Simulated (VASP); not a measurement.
A run of VASP 6.6.1:

INCAR

```
SYSTEM = B
PREC = Accurate ; ENCUT = 520
EDIFF = 1E-6 ; ISMEAR = -1
SIGMA = 0.1 ; LREAL = .False.
LASPH = .True. ; NELM = 60
ALGO = Normal ; ISIF = 2
LWAVE = .False. ; LCHARG = .False.
GGA = PS ; NBANDS = 22
```

KPOINTS

```
Automatic mesh
0
Gamma
  9 9 9
  0 0 0
```

The input POSCAR:

```
B
1.0
    3.6497743171      0.0000000000      0.0000000000
    0.0000000000      3.6497743171      0.0000000000
    0.0000000000      0.0000000000      3.6497743171
B
8
Direct
    0.0000000000      1.0000000000      1.0000000000
    0.5000000000      0.5000000000      0.5000000000
    0.2500000000      0.0000000000      0.5000000000
    0.7500000000      1.0000000000      0.5000000000
    0.5000000000      0.2500000000      1.0000000000
    0.5000000000      0.7500000000      1.0000000000
    1.0000000000      0.5000000000      0.2500000000
    1.0000000000      0.5000000000      0.7500000000
```

Potentials or basis: VASP PAW PBE potentials, release 64 (B).

The run is started by

```sh
$ cat potpaw_PBE.64/B/POTCAR > POTCAR
$ mpirun -np 1 vasp_std > vasp.out
```

Hardware: 1 thread of Intel(R) Xeon(R) 6975P-C (Granite Rapids) (shared host).

Task: Estimate the wall time of this run.

Result: Wall time 12 s on 1 thread of Intel(R) Xeon(R) 6975P-C (Granite Rapids) (shared host), peak memory 0.16 GiB. Counts: scf iterations 11, k points 35.
